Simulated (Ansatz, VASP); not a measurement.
# Ba2C: VASP beside Ansatz

```xyz
3
Lattice="0.0000 3.3604 3.3604 3.3604 0.0000 3.3604 3.3604 3.3604 0.0000" Properties=species:S:1:pos:R:3 pbc="T T T"
C     0.0000    0.0000    0.0000
Ba    1.6802    1.6802    1.6802
Ba    5.0406    5.0406    5.0406
```

Alike in both runs: task single point; functional PBE; k mesh 4 × 4 × 4; occupations gaussian, width 0.05 eV; no spin polarisation.

|  | VASP | Ansatz |
| --- | --- | --- |
| version | VASP 6.6.1 | Ansatz 0.2.0 |
| potentials or method | VASP PAW PBE potentials, release 64 (C, Ba_sv), cutoff 600 eV | scalar-relativistic, plane waves, PAW |
| valence electrons in the cell | 24 | 24 |

Ansatz gave:

| Property | Result |
| --- | --- |
| gap on the k mesh at the Fermi level (eV) | none |
| pressure (GPa) | 6.4 |

**Question.** What did VASP give for the same quantities?

**Answer.** gap on the k mesh at the Fermi level (eV): none; pressure (GPa): 8.6.

A gap of «none» marks a metal or a gap that the smearing closes.

The k mesh is coarse, so the values compare programs but aren't converged. Neither program's run includes spin-orbit coupling.
